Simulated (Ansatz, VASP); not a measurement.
# One calculation of Sn, two programs

INCAR

```
SYSTEM = Sn
PREC     = Accurate       ! precision mode
ENCUT    = 520            ! plane-wave cutoff, eV
EDIFF    = 1E-6           ! SCF threshold, eV
ISMEAR   = 0              ! smearing method
SIGMA    = 0.15           ! smearing width, eV
LREAL    = .False.        ! projectors in reciprocal space
LASPH    = .True.         ! aspherical terms in the spheres
NELM     = 60             ! most SCF steps
ALGO     = Fast           ! electronic algorithm
ISIF     = 2              ! what is computed and relaxed
LWAVE    = .False.        ! write WAVECAR
LCHARG   = .False.        ! write CHGCAR
GGA      = PE             ! functional
IVDW     = 12             ! dispersion correction
NBANDS   = 13             ! bands
```

File KPOINTS:

```
regular mesh
0
Gamma
  26 26 26
  0 0 0
```

POSCAR

```
Sn
1.0
   -1.8038522501      1.8040652422      2.0502924075
    1.8038522501     -1.8040652422      2.0502924075
    1.8038522501      1.8040652422     -2.0502924075
Sn
1
Direct
    0.0000000000      0.0000000000      0.0000000000
```

Input for Ansatz:

```yaml
crystal:
  lattice:
    - [-1.8038522501, 1.8040652422, 2.0502924075]
    - [1.8038522501, -1.8040652422, 2.0502924075]
    - [1.8038522501, 1.8040652422, -2.0502924075]
  atoms:
    - { symbol: Sn, position: [0.0, 0.0, 0.0] }
basis:
  ecutwfc: 420
kpoints:
  mp_grid: { grid: [26, 26, 26] }
hamiltonian:
  xc: pbe
  dispersion: d3bj
scf:
  occupations: { method: gaussian, width: 0.15 }
output:
  forces: true
  stress: true
  eigenvalues: true
```

Alike in both runs: task single point; functional PBE; dispersion D3(BJ); k mesh 26 × 26 × 26; occupations gaussian, width 0.15 eV; no spin polarisation.

```csv
,VASP,Ansatz
version,VASP 6.6.1,Ansatz 0.2.0
potentials or method,"VASP PAW PBE potentials, release 64 (Sn_d), cutoff 520 eV","scalar-relativistic, plane waves, PAW"
valence electrons in the cell,14,14
```

|  | VASP | Ansatz | Ansatz less VASP |
| --- | --- | --- | --- |
| gap on the k mesh at the Fermi level (eV) | none | none | - |
| pressure (GPa) | -0.3 | -0.3 | -0.01 |
| traceless stress, the component that is largest in VASP (GPa) | 0.24 | 0.23 | -0.006 |

A gap of «none» marks a metal or a gap that the smearing closes.
